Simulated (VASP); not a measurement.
# TiTe2 (P-3m1) in VASP: notebook, part 2 of 2

VASP 6.6.1.

### 4 Single point, PBE (strain +0.000 along x and y, +0.025 along z)

The input, INCAR:

```
SYSTEM = TiTe2
PREC = Accurate ; ENCUT = 520
EDIFF = 1E-6 ; ISMEAR = 0
SIGMA = 0.15 ; LREAL = .False.
LASPH = .True. ; NELM = 100
ALGO = Normal ; ISIF = 2
LWAVE = .False. ; LCHARG = .False.
GGA = PE ; NBANDS = 19
```

The input, KPOINTS:

```
Automatic mesh
0
Gamma
  12 12 8
  0 0 0
```

The input, POSCAR:

```
TiTe2
1.0
    3.7770008876      0.0000000000      0.0000000000
   -1.8885004438      3.2709787188      0.0000000000
    0.0000000000      0.0000000000      6.6604500000
Ti Te
1 2
Direct
    0.0000000000      0.0000000000      0.0000000000
    0.6666666667      0.3333333333      0.2628000000
    0.3333333333      0.6666666667      0.7372000000
```

Potentials or basis: VASP PAW PBE potentials, release 64 (Ti_sv, Te).

Command:

```console
$ cat potpaw_PBE.64/Ti_sv/POTCAR potpaw_PBE.64/Te/POTCAR > POTCAR
$ mpirun -np 1 vasp_std > vasp.out
```

OUTCAR:

```text
SYSTEM = TiTe2
   PREC = Accurate
   ENCUT = 520
   EDIFF = 1E-6
   ISMEAR = 0
   LREAL = .False.
   LASPH = .True.
   NELM = 100
   ISIF = 2
   GGA = PE

 ion  position               nearest neighbor table
   1  0.000  0.000  0.000-   2 2.80   3 2.80   2 2.80   3 2.80   2 2.80   3 2.80
   2  0.667  0.333  0.263-   1 2.80   1 2.80   1 2.80
   3  0.333  0.667  0.737-   1 2.80   1 2.80   1 2.80

  LATTYP: Found a hexagonal cell.
 ALAT       =     3.7770008876
 C/A-ratio  =     1.7634229375

  Lattice vectors:
[... 719 lines left out ...]

  FORCE on cell =-STRESS in cart. coord.  units (eV):
  Direction    XX          YY          ZZ          XY          YZ          ZX
  --------------------------------------------------------------------------------------
  -------------------------------------------------------------------------------------
  Total       -0.3147363     -0.3147363     -0.4929180      0.0000000      0.0000000      0.0000000
  in kB       -6.1281443     -6.1281443     -9.5974729      0.0000000      0.0000000      0.0000000
  external PRESSURE =      -7.2845871 kB  Pullay stress =       0.0000000 kB

 VOLUME and BASIS-vectors are now :
 -----------------------------------------------------------------------------
  energy-cutoff  :      520.00
  volume of cell :       82.29
      direct lattice vectors                 reciprocal lattice vectors
     3.777000888  0.000000000  0.000000000     0.264760330  0.152859448  0.000000000
    -1.888500444  3.270978719  0.000000000     0.000000000  0.305718895  0.000000000
     0.000000000  0.000000000  6.660450000     0.000000000  0.000000000  0.150140006

 POSITION                                       TOTAL-FORCE (eV/Angst)
 -----------------------------------------------------------------------------------
      0.00000      0.00000      0.00000        -0.000000      0.000000      0.000000
      1.88850      1.09033      1.75037         0.000000     -0.000000     -0.262402
     -0.00000      2.18065      4.91008        -0.000000      0.000000      0.262402
 -----------------------------------------------------------------------------------
    total drift:                                0.000000     -0.000000      0.000000

  FREE ENERGIE OF THE ION-ELECTRON SYSTEM (eV)
  ---------------------------------------------------
  free  energy   TOTEN  =       -16.2151631899 eV

  energy  without entropy=      -16.2006095258  energy(sigma->0) =      -16.20788636
```

Wall time 3.5 min (1 thread of Intel Xeon Platinum 8259CL at 2.50GHz (Skylake/Cascade Lake), shared host); peak memory 0.33 GiB.

Results:

```yaml
Free_energy: -16.2152 eV
Pressure: -0.7 GPa
Largest_force: 0.262 eV/Å
Band_gap_on_the_k_mesh: zero (bands 12 and 13 overlap by 0.69 eV)
```

Forces in eV/Å, atoms in the order of the input:
```
Ti   0.000  0.000  0.000
Te   0.000  0.000 -0.262
Te   0.000  0.000  0.262
```

Stress tensor (GPa, compression positive):
```
-0.61  0.00  0.00
 0.00 -0.61  0.00
 0.00  0.00 -0.96
```

Levels at points of the mesh, in eV from the Fermi level:
| k point | band 9 | band 10 | band 11 | band 12 | band 13 | band 14 | band 15 | band 16 |
| --- | --- | --- | --- | --- | --- | --- | --- | --- |
| (0.00, 0.00, 0.00) | -1.54 | 0.29 | 0.33 | 0.41 | 0.41 | 1.09 | 1.09 | 2.98 |
| (0.50, 0.00, 0.00) | -2.63 | -2.35 | -1.68 | -1.02 | -0.02 | 1.14 | 1.47 | 2.34 |
| (0.00, 0.00, 0.50) | -1.48 | -1.48 | 0.40 | 0.40 | 0.82 | 0.82 | 0.92 | 3.35 |
| (0.50, 0.00, 0.50) | -2.41 | -1.92 | -1.07 | -0.55 | -0.29 | 1.14 | 1.46 | 2.54 |

Caveat: the cell differs from its parent crystal (strain +0.000 along x and y, +0.025 along z); spin-orbit coupling is left out, which moves the levels of the heavy elements; this functional lacks dispersion, which binds layers or chains, so the pressure and a relaxed spacing across them are unreliable.

### 5 Single point, PBE (strain +0.025 along x and y, -0.025 along z)

Edit INCAR of step 4 so:

```diff
@@ -4,3 +4,3 @@
 SIGMA = 0.15 ; LREAL = .False.
-LASPH = .True. ; NELM = 100
+LASPH = .True. ; NELM = 80
 ALGO = Normal ; ISIF = 2
```

The input, KPOINTS:

```
regular mesh
0
Gamma
  12 12 8
  0 0 0
```

The input, POSCAR:

```
TiTe2
1.0
    3.8714259098      0.0000000000      0.0000000000
   -1.9357129549      3.3527531868      0.0000000000
    0.0000000000      0.0000000000      6.3355500000
Ti Te
1 2
Direct
    0.0000000000      0.0000000000      0.0000000000
    0.6666666667      0.3333333333      0.2628000000
    0.3333333333      0.6666666667      0.7372000000
```

Potentials or basis: VASP PAW PBE potentials, release 64 (Ti_sv, Te).

Command:

```console
$ cat potpaw_PBE.64/Ti_sv/POTCAR potpaw_PBE.64/Te/POTCAR > POTCAR
$ mpirun -np 1 vasp_std > vasp.out
```

OUTCAR:

```text
SYSTEM = TiTe2
   PREC = Accurate
   ENCUT = 520
   EDIFF = 1E-6
   ISMEAR = 0
   LREAL = .False.
   LASPH = .True.
   NELM = 80
   ISIF = 2
   GGA = PE

 ion  position               nearest neighbor table
   1  0.000  0.000  0.000-   2 2.79   3 2.79   2 2.79   3 2.79   2 2.79   3 2.79
   2  0.667  0.333  0.263-   1 2.79   1 2.79   1 2.79
   3  0.333  0.667  0.737-   1 2.79   1 2.79   1 2.79

  LATTYP: Found a hexagonal cell.
 ALAT       =     3.8714259098
 C/A-ratio  =     1.6364900550

  Lattice vectors:

 A1 = (   3.8714259098,   0.0000000000,   0.0000000000)
 A2 = (  -1.9357129549,   3.3527531868,   0.0000000000)
 A3 = (   0.0000000000,   0.0000000000,   6.3355500000)

Analysis of symmetry for initial positions (statically):
=====================================================================
 Subroutine PRICEL returns:
 Original cell was already a primitive cell.

 Routine SETGRP: Setting up the symmetry group for a
 hexagonal supercell.

 Subroutine GETGRP returns: Found 12 space group operations
 (whereof 12 operations were pure point group operations)
 out of a pool of 24 trial point group operations.

[... 164 lines left out ...]

 E-fermi :   6.5852     XC(G=0):  -9.7525

 val. band max:        6.5815689812   @ k =   0.0000   0.4167   0.3750
 cond. band min:       6.5911762254   @ k =   0.0833  -0.0000   0.0000
 fundamental gap:      0.0096072442
 Fermi energy:         6.5851773323

 k-point     1 :       0.0000    0.0000    0.0000
  band No.  band energies     occupation
      1     -51.0408      2.00000
      2     -27.2967      2.00000
      3     -27.2967      2.00000
      4     -27.2473      2.00000
      5      -5.7243      2.00000
      6      -4.1092      2.00000
[... 505 lines left out ...]
      6      -4.0807      2.00000
[... 11 lines left out ...]
     18      12.4943      0.00000
     19      13.2707      0.00000

 [... further k-points ...]

------------------------ aborting loop because EDIFF is reached ----------------------------------------

  FORCE on cell =-STRESS in cart. coord.  units (eV):
  Direction    XX          YY          ZZ          XY          YZ          ZX
  --------------------------------------------------------------------------------------
  -------------------------------------------------------------------------------------
  Total       -0.6840481     -0.6840481      0.7912102     -0.0000000      0.0000000      0.0000000
  in kB      -13.3272438    -13.3272438     15.4150739     -0.0000000      0.0000000      0.0000000
  external PRESSURE =      -3.7464712 kB  Pullay stress =       0.0000000 kB

 VOLUME and BASIS-vectors are now :
 -----------------------------------------------------------------------------
  energy-cutoff  :      520.00
  volume of cell :       82.24
      direct lattice vectors                 reciprocal lattice vectors
     3.871425910  0.000000000  0.000000000     0.258302761  0.149131168  0.000000000
    -1.935712955  3.352753187  0.000000000     0.000000000  0.298262337  0.000000000
     0.000000000  0.000000000  6.335550000     0.000000000  0.000000000  0.157839493

 POSITION                                       TOTAL-FORCE (eV/Angst)
 -----------------------------------------------------------------------------------
      0.00000      0.00000      0.00000         0.000000      0.000000     -0.000000
      1.93571      1.11758      1.66498         0.000000      0.000000      0.005499
     -0.00000      2.23517      4.67057        -0.000000      0.000000     -0.005499
 -----------------------------------------------------------------------------------
    total drift:                               -0.000000      0.000000     -0.000000

  FREE ENERGIE OF THE ION-ELECTRON SYSTEM (eV)
  ---------------------------------------------------
  free  energy   TOTEN  =       -16.1818229816 eV

  energy  without entropy=      -16.1655299394  energy(sigma->0) =      -16.17367646
```

stdout:

```text
POSCAR found type information on POSCAR TiTe
 POSCAR found :  2 types and       3 ions
 scaLAPACK will be used
 LDA part: xc-table for (Slater+PW92), standard interpolation
 POSCAR, INCAR and KPOINTS ok, starting setup
 FFT: planning ... GRIDC
 FFT: planning ... GRID_SOFT
 FFT: planning ... GRID
 WAVECAR not read
 entering main loop
```

Run time: 4.3 min. Hardware: 1 thread of Intel Xeon Platinum 8259CL at 2.50GHz (Skylake/Cascade Lake), shared host; peak memory 0.34 GiB.

Results:

```
Free energy            : -16.1818 eV
Pressure               : -0.4 GPa
Largest force          : 0.005 eV/Å
Band gap on the k mesh : zero (bands 12 and 13 overlap by 0.63 eV)
```

Forces on the atoms (eV/Å):
```
Ti   0.000  0.000  0.000
Te   0.000  0.000  0.005
Te   0.000  0.000 -0.005
```

Levels at points of the mesh, in eV from the Fermi level:
```csv
k point,band 8,band 9,band 10,band 11,band 12,band 13,band 14,band 15,band 16,band 17
"(0.00, 0.00, 0.00)",-1.91,-1.91,0.28,0.28,0.42,0.78,0.78,0.83,2.83,2.83
"(0.50, 0.00, 0.00)",-3.46,-2.73,-2.36,-1.84,-1.39,0.03,0.94,1.23,2.31,3.23
"(0.00, 0.00, 0.50)",-2.43,-1.82,-1.82,0.27,0.27,0.42,0.42,1.00,3.31,3.31
"(0.50, 0.00, 0.50)",-4.46,-2.27,-2.16,-0.86,-0.82,-0.21,0.94,1.20,2.43,3.28
```

Caveat: the cell differs from its parent crystal (strain +0.025 along x and y, -0.025 along z); spin-orbit coupling is left out, which moves the levels of the heavy elements; this functional lacks dispersion, which binds layers or chains, so the pressure and a relaxed spacing across them are unreliable.

### 6 Summary

| cell | gap on the mesh (eV) | pressure (GPa) | largest force (eV/Å) |
| --- | --- | --- | --- |
| a = 3.683, b = 3.683, c = 6.823 Å, angles 90.0, 90.0, 120.0°, 3 atoms | none | 0.7 | 0.27 |
| a = 3.871, b = 3.871, c = 6.173 Å, angles 90.0, 90.0, 120.0°, 3 atoms | none | 1.4 | 0.29 |
| a = 3.777, b = 3.777, c = 6.660 Å, angles 90.0, 90.0, 120.0°, 3 atoms | none | -0.7 | 0.26 |
| a = 3.871, b = 3.871, c = 6.336 Å, angles 90.0, 90.0, 120.0°, 3 atoms | none | -0.4 | 0.01 |

Alike in all rows: task single point; level PBE; potentials or basis VASP PAW PBE potentials, release 64 (Ti_sv, Te); no spin polarisation; k mesh 12 × 12 × 8; cutoff (eV) 520; smearing gaussian 0.15 eV.

Caveats: spin-orbit coupling is left out, which moves the levels of the heavy elements; this functional lacks dispersion, which binds layers or chains, so the pressure and a relaxed spacing across them are unreliable.

Absolute energies hang on the potentials; compare differences alone.

The gap in the log of VASP goes by the Fermi energy; the results here count the filled bands.